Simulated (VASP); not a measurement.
# Ge4H in VASP: a series of runs

Ge4H is run at these levels: PBE+D3(BJ); tasks: single point.

All numbers are computed with VASP 6.6.1; they aren't measurements. Logs are shortened: lines on timing, memory, paths and dates and some standing lists are left out, and cuts for length are marked.

### 1 The cell of the first run

The cell holds a slab with vacuum, 5 atoms: a = 4.030 Å, b = 4.030 Å, c = 21.642 Å, α = 90.00°, β = 90.00°, γ = 90.00°.

### 2 Single point, PBE+D3(BJ)

The input, INCAR:

```
  PREC = Accurate
  ENCUT = 520
  EDIFF = 1E-6
  ISMEAR = 0
  SIGMA = 0.1
  LREAL = F
  LASPH = T
  NELM = 60
  ALGO = Normal
  ISIF = 2
  LWAVE = F
  LCHARG = T
  LDIPOL = T
  IDIPOL = 3
  DIPOL = 0.5 0.5 0.328
  GGA = PE
  IVDW = 12
  LELF = T
  LVHAR = T
  LVACPOTAV = T
  NBANDS = 36
```

The input, KPOINTS:

```
regular mesh
0
Gamma
  7 7 1
```

The input, POSCAR:

```
Ge4H
1.0
    4.0303587907      0.0000000000      0.0000000000
    0.0000000000      4.0303587907      0.0000000000
    0.0000000000      0.0000000000     21.6416627718
Ge H
4 1
Direct
    0.0000000000      0.5000000000      0.1848286817
    0.0000000000      0.0000000000      0.2506714513
    0.5000000000      0.0000000000      0.3196569899
    0.5000000000      0.5000000000      0.3854446333
    0.5000000000      0.6250000000      0.5009625594
```

Potentials or basis: VASP PAW PBE potentials, release 64 (Ge_d, H).

On the command line:

```console
cat potpaw_PBE.64/Ge_d/POTCAR potpaw_PBE.64/H/POTCAR > POTCAR
mpirun -np 1 vasp_std > vasp.out
```

OUTCAR:

```text
PREC = Accurate
   ENCUT = 520
   EDIFF = 1E-6
   ISMEAR = 0
   LREAL = F
   LASPH = T
   NELM = 60
   ISIF = 2
   GGA = PE
   IVDW = 12
 IVDW          = 12

 ion  position               nearest neighbor table
   1  0.000  0.500  0.185-   2 2.47   2 2.47
   2  0.000  0.000  0.251-   1 2.47   1 2.47   3 2.51   3 2.51
   3  0.500  0.000  0.320-   4 2.47   4 2.47   2 2.51   2 2.51
   4  0.500  0.500  0.385-   3 2.47   3 2.47
   5  0.500  0.625  0.501-

  LATTYP: Found a simple tetragonal cell.
 ALAT       =     4.0303587907
 C/A-ratio  =     5.3696615849

  Lattice vectors:

 A1 = (   4.0303587907,   0.0000000000,   0.0000000000)
 A2 = (   0.0000000000,   4.0303587907,   0.0000000000)
 A3 = (   0.0000000000,   0.0000000000,  21.6416627718)

Analysis of symmetry for initial positions (statically):
=====================================================================
 Subroutine PRICEL returns:
 Original cell was already a primitive cell.

 Routine SETGRP: Setting up the symmetry group for a
 simple tetragonal supercell.

 Subroutine GETGRP returns: Found  2 space group operations
 (whereof  2 operations were pure point group operations)
 out of a pool of 16 trial point group operations.

The static configuration has the point symmetry C_1h.

Analysis of symmetry for dynamics (positions and initial velocities):
=====================================================================
 Subroutine PRICEL returns:
 Original cell was already a primitive cell.

 Routine SETGRP: Setting up the symmetry group for a
 simple tetragonal supercell.

 Subroutine GETGRP returns: Found  2 space group operations
 (whereof  2 operations were pure point group operations)
 out of a pool of 16 trial point group operations.

The dynamic configuration has the point symmetry C_1h.

 Subroutine INISYM returns: Found  2 space group operations
 (whereof  2 operations are pure point group operations),
 and found     1 'primitive' translations

----------------------------------------------------------------------------------------

                                     Primitive cell

  volume of cell :     351.5427

  direct lattice vectors                    reciprocal lattice vectors
     4.030358791  0.000000000  0.000000000     0.248116868  0.000000000  0.000000000
     0.000000000  4.030358791  0.000000000     0.000000000  0.248116868  0.000000000
     0.000000000  0.000000000 21.641662772     0.000000000  0.000000000  0.046207170

  length of vectors
     4.030358791  4.030358791 21.641662772     0.248116868  0.248116868  0.046207170

  position of ions in fractional coordinates (direct lattice)
     0.000000000  0.500000000  0.184828682
     0.000000000  0.000000000  0.250671451
     0.500000000  0.000000000  0.319656990
     0.500000000  0.500000000  0.385444633
     0.500000000  0.625000000  0.500962559

  ion indices of the primitive-cell ions
   primitive index   ion index
                 1           1
                 2           2
                 3           3
                 4           4
                 5           5

----------------------------------------------------------------------------------------

 KPOINTS: regular mesh

Automatic generation of k-mesh.
 Grid dimensions read from file:
 generate k-points for:    7    7    1

 Generating k-lattice:

  Cartesian coordinates                     Fractional coordinates (reciprocal lattice)
     0.035445267  0.000000000  0.000000000     0.142857143  0.000000000  0.000000000
     0.000000000  0.035445267  0.000000000     0.000000000  0.142857143  0.000000000
     0.000000000  0.000000000  0.046207170     0.000000000  0.000000000  1.000000000

  Length of vectors
     0.035445267  0.035445267  0.046207170

  Shift w.r.t. Gamma in fractional coordinates (k-lattice)
     0.000000000  0.000000000  0.000000000

 Subroutine IBZKPT returns following result:
 ===========================================

 Found     16 irreducible k-points:

 Following reciprocal coordinates:
            Coordinates               Weight
  0.000000  0.000000  0.000000      1.000000
  0.142857  0.000000  0.000000      2.000000
  0.000000  0.142857  0.000000      2.000000
  0.285714  0.000000  0.000000      2.000000
  0.000000  0.285714  0.000000      2.000000
  0.428571  0.000000  0.000000      2.000000
[... 8 lines left out ...]
 -0.285714  0.428571  0.000000      4.000000
  0.428571  0.428571  0.000000      4.000000
   k-points           NKPTS =     16   k-points in BZ     NKDIM =     16   number of bands    NBANDS=     36
   number of dos      NEDOS =    301   number of ions     NIONS =      5
   total plane-waves  NPLWV = 145800
   dimension x,y,z NGX =    30 NGY =   30 NGZ =  162
   dimension x,y,z NGXF=    60 NGYF=   60 NGZF=  324
   ions per type =               4   1
   NGX,Y,Z   is equivalent  to a cutoff of  12.37, 12.37, 12.44 a.u.
   NGXF,Y,Z  is equivalent  to a cutoff of  24.75, 24.75, 24.89 a.u.
 SYSTEM =  unknown system
   PREC   = accura    normal or accurate (medium, high low for compatibility)
   ISTART =      0    job   : 0-new  1-cont  2-samecut
   ICHARG =      2    charge: 1-file 2-atom 10-const
   ISPIN  =      1    spin polarized calculation?
   LNONCOLLINEAR =      F non collinear calculations
   LSORBIT =      F    spin-orbit coupling
   LASPH  =      T    aspherical Exc in radial PAW
   ENCUT  =  520.0 eV  38.22 Ry    6.18 a.u.   7.49  7.49 40.24*2*pi/ulx,y,z
   NELM   =     60;   NELMIN=  2; NELMDL= -5     # of ELM steps
   EDIFF  = 0.1E-05   stopping-criterion for ELM
   LREAL  =      F    real-space projection
   EDIFFG = 0.1E-04   stopping-criterion for IOM
   NSW    =      0    number of steps for IOM
   IBRION =     -1    ionic relax: 0-MD 1-quasi-New 2-CG
   NFREE  =      0    steps in history (QN), initial steepest desc. (CG)
   ISIF   =      2    stress and relaxation
   ISYM   =      2    0-nonsym 1-usesym 2-fastsym
   POTIM  = 0.5000    time-step for ionic-motion
   TEBEG  =    0.0;   TEEND  =   0.0 temperature during run
   PSTRESS=    0.0 pullay stress
   NELECT =      57.0000    total number of electrons
   NUPDOWN=      -1.0000    fix difference up-down
   EMIN   =  10.00;   EMAX   =-10.00  energy-range for DOS
   EFERMI =   0.00;   METHOD = LEGACY
   ISMEAR =     0;   SIGMA  =   0.10  broadening in eV -4-tet -1-fermi 0-gaus
   EFERMI_NEDOS =   21; number of points for ismear=-14 and -15
   IALGO  =     38    algorithm
   IMIX   =      4    mixing-type and parameters
     AMIX     =   0.40;   BMIX     =  1.00
     AMIX_MAG =   1.60;   BMIX_MAG =  1.00
  volume/ion in A,a.u.               =      70.31       474.47
  Fermi-wavevector in a.u.,A,eV,Ry     =   0.892703  1.686964 10.842742  0.796919
  Thomas-Fermi vector in A             =   2.014686
   LORBIT       =      0    0 simple, 1 ext, 2 COOP (PROOUT), +10 PAW based schemes
   GGA     = PE    functional components
   LHFCALC =     F    Hartree Fock is set to
   AEXX    =    0.0000 exact exchange contribution
   IVDW    =    12    specifies the selected vdW correction
   LEPSILON=     F    determine dielectric tensor
   LRPA    =     F    only Hartree local field effects (RPA)
 non-spin polarized calculation
 Gauss-broadening in eV      SIGMA  =   0.10
  energy-cutoff  :      520.00
  volume of cell :      351.54
 maximum number of plane-waves:      9517
 NGX is ok and might be reduce to    30
   NGX = 15   NGY = 15   NGZ = 81

 dipolmoment           0.000000      0.000000     -0.037927 electrons x Angstroem

 number of electron      56.9999905 magnetization

 dipolmoment           0.000000      0.000000      0.078716 electrons x Angstroem

 Free energy of the ion-electron system (eV)
  ---------------------------------------------------
  ext. energy  EPLUGINS =         0.00000000
  ---------------------------------------------------
  free energy    TOTEN  =       -16.98191335 eV

  energy without entropy =      -16.97726870  energy(sigma->0) =      -16.97959102

 E-fermi :  -2.7271     XC(G=0):  -3.7309

 val. band max:       -2.8583111498   @ k =   0.4286   0.4286   0.0000
 cond. band min:      -2.6486912300   @ k =   0.2857   0.1429   0.0000
 fundamental gap:      0.2096199198
 Fermi energy:        -2.7270994691

 k-point     1 :       0.0000    0.0000    0.0000
  band No.  band energies     occupation
      1     -27.4503      2.00000
      2     -27.4155      2.00000
      3     -27.3926      2.00000
      4     -27.3828      2.00000
      5     -27.3277      2.00000
      6     -27.1610      2.00000
[... 28 lines left out ...]
     35       1.6856      0.00000
     36       2.0110      0.00000

 k-point     2 :       0.1429    0.0000    0.0000
  band No.  band energies     occupation
      1     -27.4496      2.00000
      2     -27.4157      2.00000
      3     -27.3927      2.00000
      4     -27.3830      2.00000
      5     -27.3276      2.00000
      6     -27.1597      2.00000
[... 28 lines left out ...]
     35       1.7800      0.00000
     36       2.1697      0.00000

 k-point     3 :       0.0000    0.1429    0.0000
  band No.  band energies     occupation
      1     -27.4505      2.00000
      2     -27.4163      2.00000
      3     -27.3931      2.00000
      4     -27.3827      2.00000
      5     -27.3242      2.00000
      6     -27.1604      2.00000
[... 28 lines left out ...]
     35       1.3822      0.00000
     36       2.3037      0.00000
[... 430 lines left out ...]
 k-point    15 :      -0.2857    0.4286    0.0000
  band No.  band energies     occupation
      1     -27.4505      2.00000
      2     -27.4199      2.00000
      3     -27.3833      2.00000
      4     -27.3801      2.00000
      5     -27.3315      2.00000
      6     -27.1481      2.00000
[... 28 lines left out ...]
     35       2.5870      0.00000
     36       3.4561      0.00000

 k-point    16 :       0.4286    0.4286    0.0000
  band No.  band energies     occupation
      1     -27.4494      2.00000
      2     -27.4203      2.00000
      3     -27.3836      2.00000
      4     -27.3804      2.00000
      5     -27.3315      2.00000
      6     -27.1328      2.00000
[... 28 lines left out ...]
     35       2.3601      0.00000
     36       3.3667      0.00000

------------------------ aborting loop because EDIFF is reached ----------------------------------------

 Edisp (eV)   -0.89675

 E8    (eV) :    -0.4118

  FORCE on cell =-STRESS in cart. coord.  units (eV):
  Direction    XX          YY          ZZ          XY          YZ          ZX
  --------------------------------------------------------------------------------------
  -------------------------------------------------------------------------------------
  Total      -3.26788     0.42960    -4.55916     0.00000    -1.14403     0.00000
  in kB     -14.89356     1.95794   -20.77866     0.00000    -5.21398     0.00000
  external pressure =      -11.24 kB  Pullay stress =        0.00 kB

 VOLUME and BASIS-vectors are now :
 -----------------------------------------------------------------------------
  energy-cutoff  :      520.00
  volume of cell :      351.54
      direct lattice vectors                 reciprocal lattice vectors
     4.030358791  0.000000000  0.000000000     0.248116868  0.000000000  0.000000000
     0.000000000  4.030358791  0.000000000     0.000000000  0.248116868  0.000000000
     0.000000000  0.000000000 21.641662772     0.000000000  0.000000000  0.046207170

 POSITION                                       TOTAL-FORCE (eV/Angst)
 -----------------------------------------------------------------------------------
      0.00000      2.01518      4.00000         0.000000      0.021814     -0.253088
      0.00000      0.00000      5.42495         0.000000      0.067743      0.239223
      2.01518      0.00000      6.91791         0.000000     -0.168399      0.278780
      2.01518      2.01518      8.34166         0.000000      0.515442      1.543443
      2.01518      2.51897     10.84166         0.000000     -0.436601     -1.808358
 -----------------------------------------------------------------------------------
    total drift:                                0.000000     -0.000012     -0.001987

  FREE ENERGIE OF THE ION-ELECTRON SYSTEM (eV)
  ---------------------------------------------------
  free  energy   TOTEN  =       -17.8786609589 eV

  energy  without entropy=      -17.8740163062  energy(sigma->0) =      -17.87633863

 vacuum level on the upper side and lower side of the slab         3.109         2.233
```

It took 7.5 min on 1 thread of Intel Xeon 6975P-C (Granite Rapids), shared host; peak memory 0.47 GiB.

Results:

| Item | Value |
| --- | --- |
| Free energy | -17.8787 eV |
| Largest force | 1.860 eV/Å |
| Dispersion energy per atom | -0.179 eV |

Forces on the atoms (eV/Å):
```
Ge   0.000  0.022 -0.253
Ge   0.000  0.068  0.239
Ge   0.000 -0.168  0.279
Ge   0.000  0.515  1.543
H    0.000 -0.437 -1.808
```

### 3 Single point, PBE+D3(BJ)

The input, INCAR:

```
PREC     = Accurate       # precision mode
ENCUT    = 520            # plane-wave cutoff, eV
EDIFF    = 1E-6           # SCF threshold, eV
ISMEAR   = 0              # smearing method
SIGMA    = 0.1            # smearing width, eV
LREAL    = False          # projectors in reciprocal space
LASPH    = True           # aspherical terms in the spheres
NELM     = 80             # most SCF steps
ALGO     = Normal         # electronic algorithm
ISIF     = 2              # what is computed and relaxed
LWAVE    = False          # write WAVECAR
LCHARG   = True           # write CHGCAR
LDIPOL   = True         
IDIPOL   = 3            
DIPOL    = 0.5 0.5 0.328
GGA      = PE             # functional
IVDW     = 12             # dispersion correction
LELF     = True           # ELF
LVHAR    = True         
LVACPOTAV= True         
NBANDS   = 36             # bands
```

KPOINTS is that of step 2.

POSCAR: that of step 2 with these lines changed.

```diff
@@ -12,2 +12,2 @@
     0.5000000000      0.5000000000      0.3854446333
-    0.5000000000      0.6250000000      0.5009625594
+    0.6250000000      0.5000000000      0.5009625594
```

Potentials or basis: VASP PAW PBE potentials, release 64 (Ge_d, H).

On the command line:

```console
cat potpaw_PBE.64/Ge_d/POTCAR potpaw_PBE.64/H/POTCAR > POTCAR
mpirun -np 1 vasp_std > vasp.out
```

Run time: 7.1 min. Hardware: 1 thread of Intel Xeon 6975P-C (Granite Rapids), shared host; peak memory 0.47 GiB.

Results (log left out):

```
Free energy                : -17.9091 eV
Largest force              : 1.874 eV/Å
Dispersion energy per atom : -0.179 eV
```

Forces in eV/Å, atoms in the order of the input:
```
Ge  -0.024  0.000 -0.257
Ge   0.074  0.000  0.246
Ge   0.010  0.000  0.284
Ge   0.259  0.000  1.574
H   -0.319  0.000 -1.846
```

Levels at points of the mesh, in eV from the Fermi level:
```
           k point  band 26  band 27  band 28  band 29  band 30  band 31
(0.00, 0.00, 0.00)    -1.61    -0.99    -0.43     1.09     1.25     1.80
```
